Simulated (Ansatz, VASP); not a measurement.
# BN: VASP beside Ansatz

File INCAR:

```
  PREC = Accurate
  ENCUT = 520
  EDIFF = 1E-6
  ISMEAR = 0
  SIGMA = 0.01
  LREAL = F
  LASPH = T
  NELM = 100
  ALGO = Normal
  ISIF = 2
  LWAVE = F
  LCHARG = F
  GGA = PS
  NBANDS = 11
```

Contents of KPOINTS:

```
Automatic mesh
0
Gamma
  10 10 10
```

File POSCAR:

```
BN
1.0
    1.2511200000      0.7223400000      3.3729300000
   -1.2511200000      0.7223400000      3.3729300000
    0.0000000000     -1.4446700000      3.3729300000
B N
1 1
Direct
    0.9996700000      0.9996700000      0.9996700000
    0.3327600000      0.3327600000      0.3327600000
```

Input for Ansatz:

```yaml
crystal:
  lattice:
    - [1.25112, 0.72234, 3.37293]
    - [-1.25112, 0.72234, 3.37293]
    - [0.0, -1.44467, 3.37293]
  atoms:
    - { symbol: B, position: [0.99967, 0.99967, 0.99967] }
    - { symbol: "N", position: [0.33276, 0.33276, 0.33276] }
kpoints:
  mp_grid:
    grid: [10, 10, 10]
hamiltonian:
  xc: pbesol
  pseudopotentials:
    kind: paw
scf:
  occupations:
    method: fixed
output:
  stress: true
```

Alike in both runs: task single point; functional PBEsol; k mesh 10 × 10 × 10; no spin polarisation.

|  | VASP | Ansatz |
| --- | --- | --- |
| version | VASP 6.6.1 | Ansatz 0.2.0 |
| potentials or method | VASP PAW PBE potentials, release 64 (B, N) | plane waves, PAW |
| plane-wave cutoff (eV) | 520 | 420 |
| occupations | gaussian, width 0.01 eV | fixed |
| valence electrons in the cell | 8 | 8 |

```csv
,VASP,Ansatz,Ansatz less VASP
pressure (GPa),1.0,0.7,-0.30
"traceless stress, the component that is largest in VASP (GPa)",-0.69,-0.25,+0.438
```

VASP's potentials were made for PBE, not for PBEsol.
